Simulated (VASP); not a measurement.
A run of VASP 6.6.1 is set up as follows.

Contents of INCAR:

```
SYSTEM = Te
PREC = Accurate
ENCUT = 520
EDIFF = 1E-6
ISMEAR = -1
SIGMA = 0.08
LREAL = .False.
LASPH = .True.
NELM = 60
ALGO = Normal
ISIF = 2
LWAVE = .False.
LCHARG = .False.
GGA = PS
NBANDS = 13
```

Contents of KPOINTS:

```
Automatic mesh
0
Gamma
  14 14 8
  0 0 0
```

The input POSCAR:

```
Te
1.0
    3.3179174489      0.0000000000      0.0000000000
   -1.6589587245      2.8734007984      0.0000000000
    0.0000000000      0.0000000000      4.7019278580
Te
2
Direct
    0.3333333333      0.6666666667      0.2500000000
    0.6666666667      0.3333333333      0.7500000000
```

Potentials or basis: VASP PAW PBE potentials, release 64 (Te).

Run with:

```sh
$ cat potpaw_PBE.64/Te/POTCAR > POTCAR
$ mpirun -np 1 vasp_std > vasp.out
```

**Question.** Predict the pressure.

**Answer.** 19.6 GPa.

**Question.** What does it give for the band gap on the k mesh?

**Answer.** Zero (band 6 reaches 14.56 eV, above the bottom of band 7 at 9.14 eV).

Stress tensor (GPa, compression positive):
```
19.55  0.00  0.00
 0.00 19.55  0.00
 0.00  0.00 19.64
```

Caveat: the PAW data sets were made with another functional, which shifts forces and pressure a little; spin-orbit coupling is left out, which moves the levels of the heavy elements.
